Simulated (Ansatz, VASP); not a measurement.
**Al4NF in VASP and in Ansatz**

```
CELL_PARAMETERS angstrom
6.41555 0.00000 0.00000
-3.20777 5.55603 0.00000
0.00000 0.00000 2.85635
ATOMIC_POSITIONS crystal
Al 0.66667 0.33333 0.00000
Al 0.04937 0.52469 0.50000
Al 0.47531 0.52469 0.50000
Al 0.47531 0.95063 0.50000
N 0.33333 0.66667 0.00000
F 0.00000 0.00000 0.00000
```

Change from the starting cell: species swapped into the CeCo4Cu type (P-6m2, No. 187).

Alike in both runs: functional PBE; k mesh 6 × 6 × 14; occupations gaussian, width 0.1 eV; no spin polarisation.

Ansatz relaxed the structure, and its values are those at the end. VASP's run is a single point on that final structure, the one shown.

|  | VASP | Ansatz |
| --- | --- | --- |
| version | VASP 6.6.1 | Ansatz 0.2.0 |
| potentials or method | VASP PAW PBE potentials, release 64 (Al, N, F), cutoff 520 eV | scalar-relativistic, plane waves, PAW |
| valence electrons in the cell | 24 | 24 |

Ansatz gave:

```
gap on the k mesh at the Fermi level (eV) : none
pressure (GPa)                            : 0.0
rms of the force components (eV/Å)        : 0.001
```

Problem. What did VASP give for the same quantities?

Solution. gap on the k mesh at the Fermi level (eV): none; pressure (GPa): -0.1; rms of the force components (eV/Å): 0.008.

A gap of «none» marks a metal or a gap that the smearing closes.
